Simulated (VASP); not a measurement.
# ScAl2 (R-3m) in VASP: notebook, part 3 of 4

VASP 6.6.1. Earlier steps stand in the parts before.

### 5 Single point, PBEsol (biaxial strain in the a-b plane: -4.0 %, then relaxed in part)

INCAR

```
  ALGO = Fast
  EDIFF = 1E-6
  ENCUT = 520
  GGA = PS
  ISIF = 2
  ISMEAR = 0
  LASPH = T
  LCHARG = F
  LREAL = F
  LWAVE = F
  NBANDS = 26
  NELM = 100
  PREC = Accurate
  SIGMA = 0.1
```

KPOINTS

```
k-points
0
Gamma
  8 8 8
```

POSCAR

```
ScAl2
1.0
    0.0000000000      3.6128663236      3.6128663236
    3.6128663236      0.0000000000      3.6128663236
    3.7732409418      3.7732409418     -0.1603746182
Sc Al
2 4
Direct
    0.5016138217      0.5016138217      0.4951585349
    0.7483861783      0.7483861783      0.7548414651
    0.1250000000      0.1250000000      0.1250000000
    0.6250000000      0.1250000000      0.1250000000
    0.1250000000      0.6250000000      0.1250000000
    0.1250000000      0.1250000000      0.6250000000
```

Potentials or basis: VASP PAW PBE potentials, release 64 (Sc_sv, Al).

Command:

```sh
$ cat potpaw_PBE.64/Sc_sv/POTCAR potpaw_PBE.64/Al/POTCAR > POTCAR
$ mpirun -np 1 vasp_std > vasp.out
```

OUTCAR:

```text
EDIFF = 1E-6
   ENCUT = 520
   GGA = PS
   ISIF = 2
   ISMEAR = 0
   LASPH = T
   LREAL = F
   NELM = 100
   PREC = Accurate

 ion  position               nearest neighbor table
   1  0.502  0.502  0.495-   6 3.01   6 3.01   6 3.01   5 3.04   4 3.04   3 3.04   3 3.04   5 3.04
                             4 3.04   3 3.17   5 3.17   4 3.17   2 3.17   2 3.17   2 3.17   2 3.29
   2  0.748  0.748  0.755-   6 3.01   6 3.01   6 3.01   5 3.04   4 3.04   3 3.04   3 3.04   5 3.04
                             4 3.04   3 3.17   4 3.17   5 3.17   1 3.17   1 3.17   1 3.17   1 3.29
   3  0.125  0.125  0.125-   4 2.55   5 2.55   5 2.55   4 2.55   6 2.67   6 2.67   1 3.04   2 3.04
                             1 3.04   2 3.04   1 3.17   2 3.17
   4  0.625  0.125  0.125-   3 2.55   5 2.55   3 2.55   5 2.55   6 2.67   6 2.67   1 3.04   2 3.04
                             2 3.04   1 3.04   2 3.17   1 3.17
   5  0.125  0.625  0.125-   3 2.55   3 2.55   4 2.55   4 2.55   6 2.67   6 2.67   1 3.04   2 3.04
                             1 3.04   2 3.04   2 3.17   1 3.17
   6  0.125  0.125  0.625-   3 2.67   3 2.67   4 2.67   5 2.67   5 2.67   4 2.67   1 3.01   2 3.01
                             1 3.01   2 3.01   1 3.01   2 3.01

  LATTYP: Found a trigonal (rhomboedric) cell.
 ALAT       =     5.3385779406
 COS(alpha) =     0.5420135695

  Lattice vectors:

 A1 = (   3.7732409418,   0.1603746182,  -3.7732409418)
 A2 = (   0.1603746182,   3.7732409418,  -3.7732409418)
 A3 = (   3.7732409418,   3.7732409418,  -0.1603746182)

Analysis of symmetry for initial positions (statically):
=====================================================================
 Subroutine PRICEL returns:
 Original cell was already a primitive cell.

 Routine SETGRP: Setting up the symmetry group for a
 trigonal (rhombohedral) supercell.

 Subroutine GETGRP returns: Found 12 space group operations
 (whereof  6 operations were pure point group operations)
 out of a pool of 12 trial point group operations.

The static configuration has the point symmetry C_3v.
 The point group associated with its full space group is D_3d.

Analysis of symmetry for dynamics (positions and initial velocities):
=====================================================================
 Subroutine PRICEL returns:
 Original cell was already a primitive cell.

 Routine SETGRP: Setting up the symmetry group for a
 trigonal (rhombohedral) supercell.

 Subroutine GETGRP returns: Found 12 space group operations
 (whereof  6 operations were pure point group operations)
 out of a pool of 12 trial point group operations.

The dynamic configuration has the point symmetry C_3v.
 The point group associated with its full space group is D_3d.

 Subroutine INISYM returns: Found 12 space group operations
 (whereof  6 operations are pure point group operations),
 and found     1 'primitive' translations

----------------------------------------------------------------------------------------

                                     Primitive cell

  volume of cell :     100.5961

  direct lattice vectors                    reciprocal lattice vectors
     0.000000000  3.612866324  3.612866324    -0.135514377  0.141274165  0.135514377
     3.612866324  0.000000000  3.612866324     0.141274165 -0.135514377  0.135514377
     3.773240942  3.773240942 -0.160374618     0.129754589  0.129754589 -0.129754589

  length of vectors
     5.109364554  5.109364554  5.338577941     0.238089652  0.238089652  0.224741541

  position of ions in fractional coordinates (direct lattice)
[... 46 lines left out ...]
  0.250000  0.000000  0.000000      6.000000
  0.375000  0.000000 -0.000000      6.000000
  0.500000  0.000000  0.000000      3.000000
  0.125000  0.125000  0.000000      6.000000
[... 16 lines left out ...]
  0.250000  0.000000  0.125000      6.000000
  0.375000  0.000000  0.125000      6.000000
 [... further k-points ...]
   k-points           NKPTS =     65   k-points in BZ     NKDIM =     65   number of bands    NBANDS=     26
   number of dos      NEDOS =    301   number of ions     NIONS =      6
   total plane-waves  NPLWV =  64000
   dimension x,y,z NGX =    40 NGY =   40 NGZ =   40
   dimension x,y,z NGXF=    80 NGYF=   80 NGZF=   80
   ions per type =               2   4
   NGX,Y,Z   is equivalent  to a cutoff of  13.01, 13.01, 12.46 a.u.
   NGXF,Y,Z  is equivalent  to a cutoff of  26.03, 26.03, 24.91 a.u.
 SYSTEM =  unknown system
   PREC   = accura    normal or accurate (medium, high low for compatibility)
   ISTART =      0    job   : 0-new  1-cont  2-samecut
   ICHARG =      2    charge: 1-file 2-atom 10-const
   ISPIN  =      1    spin polarized calculation?
   LNONCOLLINEAR =      F non collinear calculations
   LSORBIT =      F    spin-orbit coupling
   LASPH  =      T    aspherical Exc in radial PAW
   ENCUT  =  520.0 eV  38.22 Ry    6.18 a.u.   9.50  9.50  9.93*2*pi/ulx,y,z
   NELM   =    100;   NELMIN=  2; NELMDL= -5     # of ELM steps
   EDIFF  = 0.1E-05   stopping-criterion for ELM
   LREAL  =      F    real-space projection
   EDIFFG = 0.1E-04   stopping-criterion for IOM
   NSW    =      0    number of steps for IOM
   IBRION =     -1    ionic relax: 0-MD 1-quasi-New 2-CG
   NFREE  =      0    steps in history (QN), initial steepest desc. (CG)
   ISIF   =      2    stress and relaxation
   ISYM   =      2    0-nonsym 1-usesym 2-fastsym
   POTIM  = 0.5000    time-step for ionic-motion
   TEBEG  =    0.0;   TEEND  =   0.0 temperature during run
   PSTRESS=    0.0 pullay stress
   NELECT =      34.0000    total number of electrons
   NUPDOWN=      -1.0000    fix difference up-down
   EMIN   =  10.00;   EMAX   =-10.00  energy-range for DOS
   EFERMI =   0.00;   METHOD = LEGACY
   ISMEAR =     0;   SIGMA  =   0.10  broadening in eV -4-tet -1-fermi 0-gaus
   EFERMI_NEDOS =   21; number of points for ismear=-14 and -15
   IALGO  =     68    algorithm
   IMIX   =      4    mixing-type and parameters
     AMIX     =   0.40;   BMIX     =  1.00
     AMIX_MAG =   1.60;   BMIX_MAG =  1.00
  volume/ion in A,a.u.               =      16.77       113.14
  Fermi-wavevector in a.u.,A,eV,Ry     =   1.140357  2.154962 17.693204  1.300414
  Thomas-Fermi vector in A             =   2.277059
   LORBIT       =      0    0 simple, 1 ext, 2 COOP (PROOUT), +10 PAW based schemes
   GGA     = PS    functional components
   LHFCALC =     F    Hartree Fock is set to
   AEXX    =    0.0000 exact exchange contribution
   IVDW    =     0    specifies the selected vdW correction
   LEPSILON=     F    determine dielectric tensor
   LRPA    =     F    only Hartree local field effects (RPA)
 non-spin polarized calculation
 RMM-DIIS sequential band-by-band and
 Gauss-broadening in eV      SIGMA  =   0.10
  energy-cutoff  :      520.00
  volume of cell :      100.60
 maximum number of plane-waves:      2741
 NGX is ok and might be reduce to    40
   NGX = 19   NGY = 19   NGZ = 19

 number of electron      33.9999998 magnetization

 Free energy of the ion-electron system (eV)
  ---------------------------------------------------
  ext. energy  EPLUGINS =         0.00000000
  ---------------------------------------------------
  free energy    TOTEN  =       -32.26371929 eV

  energy without entropy =      -32.24468840  energy(sigma->0) =      -32.25420385

 E-fermi :   7.0178     XC(G=0): -10.6820

 val. band max:        7.0071241035   @ k =  -0.3750  -0.3750   0.1250
 cond. band min:       7.0238339977   @ k =   0.5000   0.0000   0.1250
 fundamental gap:      0.0167098942
 Fermi energy:         7.0178346097

 k-point     1 :       0.0000    0.0000    0.0000
  band No.  band energies     occupation
      1     -41.8697      2.00000
      2     -41.8148      2.00000
      3     -20.6839      2.00000
      4     -20.6839      2.00000
      5     -20.6594      2.00000
      6     -20.5429      2.00000
[... 685 lines left out ...]
     25      10.4468      0.00000
     26      10.4657      0.00000

 [... further k-points ...]
[... 5 lines left out ...]
  --------------------------------------------------------------------------------------
  -------------------------------------------------------------------------------------
  Total        4.2190105      4.2190105      4.2190105     -2.0441860      2.0441860      2.0441860
  in kB       67.1954908     67.1954908     67.1954908    -32.5574163     32.5574163     32.5574163
  external PRESSURE =      67.1954908 kB  Pullay stress =       0.0000000 kB

 VOLUME and BASIS-vectors are now :
 -----------------------------------------------------------------------------
  energy-cutoff  :      520.00
  volume of cell :      100.60
      direct lattice vectors                 reciprocal lattice vectors
     0.000000000  3.612866324  3.612866324    -0.135514377  0.141274165  0.135514377
     3.612866324  0.000000000  3.612866324     0.141274165 -0.135514377  0.135514377
     3.773240942  3.773240942 -0.160374618     0.129754589  0.129754589 -0.129754589

 POSITION                                       TOTAL-FORCE (eV/Angst)
 -----------------------------------------------------------------------------------
      3.68062      3.68062      3.54512         0.001708      0.001708     -0.001708
      5.55202      5.55202      5.28658        -0.001708     -0.001708      0.001708
      0.92326      0.92326      0.88317         0.000000      0.000000      0.000000
      0.92326      2.72970      2.68960         0.000000      0.000000      0.000000
      2.72970      0.92326      2.68960         0.000000      0.000000      0.000000
      2.80988      2.80988      0.80298         0.000000      0.000000      0.000000
 -----------------------------------------------------------------------------------
    total drift:                               -0.000000     -0.000000      0.000000

  FREE ENERGIE OF THE ION-ELECTRON SYSTEM (eV)
  ---------------------------------------------------
  free  energy   TOTEN  =       -32.2637192879 eV

  energy  without entropy=      -32.2446884026  energy(sigma->0) =      -32.25420385
```

Run time: 4.3 min. Hardware: 1 thread of Intel Xeon Platinum 8259CL at 2.50GHz (Skylake/Cascade Lake), shared host; peak memory 0.33 GiB.

What came out:

- Free energy: -32.2637 eV
- Pressure: 6.7 GPa
- Band gap on the k mesh: zero (band 17 reaches 7.55 eV, above the bottom of band 18 at 5.21 eV)

Forces in eV/Å, atoms in the order of the input:
```
Sc   0.002  0.002 -0.002
Sc  -0.002 -0.002  0.002
Al   0.000  0.000  0.000
Al   0.000  0.000  0.000
Al   0.000  0.000  0.000
Al   0.000  0.000  0.000
```

Stress tensor (GPa, compression positive):
```
 6.72 -3.26  3.26
-3.26  6.72  3.26
 3.26  3.26  6.72
```

Levels at points of the mesh, in eV from the Fermi level:
```csv
k point,band 14,band 15,band 16,band 17,band 18,band 19,band 20,band 21
"(0.00, 0.00, 0.00)",-2.43,-2.25,-2.25,-1.80,-1.80,0.45,2.26,2.34
"(0.50, 0.00, 0.00)",-2.12,-1.72,-0.37,-0.29,0.01,1.43,1.85,2.15
"(0.50, 0.50, 0.00)",-3.60,0.16,0.31,0.53,0.71,0.84,0.84,1.10
"(0.00, 0.00, 0.50)",-1.83,-1.83,-0.36,-0.17,-0.17,1.80,1.80,1.98
```

Caveat: the cell differs from its parent crystal (biaxial strain in the a-b plane: -4.0 %, then relaxed in part); the PAW data sets were made with another functional, which shifts forces and pressure a little.

### 6 Single point, PBEsol (biaxial strain in the a-b plane: -4.0 %)

INCAR

```
SYSTEM = ScAl2
ALGO     = Fast           ! electronic algorithm
EDIFF    = 1E-6           ! SCF threshold, eV
ENCUT    = 520            ! plane-wave cutoff, eV
GGA      = PS             ! functional
ISIF     = 2              ! what is computed and relaxed
ISMEAR   = 0              ! smearing method
LASPH    = .True.         ! aspherical terms in the spheres
LCHARG   = .False.        ! write CHGCAR
LREAL    = .False.        ! projectors in reciprocal space
LWAVE    = .False.        ! write WAVECAR
NBANDS   = 26             ! bands
NELM     = 100            ! most SCF steps
PREC     = Accurate       ! precision mode
SIGMA    = 0.1            ! smearing width, eV
```

KPOINTS

```
k-points
0
Gamma
  8 8 8
  0 0 0
```

POSCAR

```
ScAl2
1.0
    0.0000000000      3.6128663236      3.6128663236
    3.6128663236      0.0000000000      3.6128663236
    3.7734381602      3.7734381602     -0.1605718366
Sc Al
2 4
Direct
    0.5006715468      0.5006715468      0.4979853596
    0.7493284532      0.7493284532      0.7520146404
    0.1250000000      0.1250000000      0.1250000000
    0.6250000000      0.1250000000      0.1250000000
    0.1250000000      0.6250000000      0.1250000000
    0.1250000000      0.1250000000      0.6250000000
```

Potentials or basis: VASP PAW PBE potentials, release 64 (Sc_sv, Al).

Command:

```sh
$ cat potpaw_PBE.64/Sc_sv/POTCAR potpaw_PBE.64/Al/POTCAR > POTCAR
$ mpirun -np 1 vasp_std > vasp.out
```

Run time: 3.9 min. Hardware: 1 thread of Intel Xeon Platinum 8259CL at 2.50GHz (Skylake/Cascade Lake), shared host; peak memory 0.33 GiB.

The run converged. Its results:

| Property | Result |
| --- | --- |
| Free energy | -32.2628 eV |
| Pressure | 6.8 GPa |
| Largest force | 0.074 eV/Å |
| Band gap on the k mesh | zero (band 17 reaches 7.55 eV, above the bottom of band 18 at 5.21 eV) |

Forces on the atoms (eV/Å):
```
Sc  -0.043 -0.043  0.043
Sc   0.043  0.043 -0.043
Al   0.000  0.000  0.000
Al   0.000  0.000  0.000
Al   0.000  0.000  0.000
Al   0.000  0.000  0.000
```

Stress tensor (GPa, compression positive):
```
 6.78 -3.32  3.32
-3.32  6.78  3.32
 3.32  3.32  6.78
```

Levels at points of the mesh, in eV from the Fermi level:
```csv
k point,band 13,band 14,band 15,band 16,band 17,band 18,band 19,band 20,band 21,band 22
"(0.00, 0.00, 0.00)",-2.43,-2.43,-2.24,-2.24,-1.80,-1.80,0.45,2.27,2.34,2.34
"(0.50, 0.00, 0.00)",-3.64,-2.13,-1.72,-0.37,-0.30,0.01,1.46,1.86,2.15,2.79
"(0.50, 0.50, 0.00)",-3.72,-3.59,0.19,0.28,0.54,0.70,0.82,0.85,1.12,1.25
"(0.00, 0.00, 0.50)",-3.47,-1.82,-1.82,-0.35,-0.17,-0.17,1.75,1.75,1.98,2.74
```

Caveat: the cell differs from its parent crystal (biaxial strain in the a-b plane: -4.0 %); the PAW data sets were made with another functional, which shifts forces and pressure a little.

(Continued in part 4 of 4.)
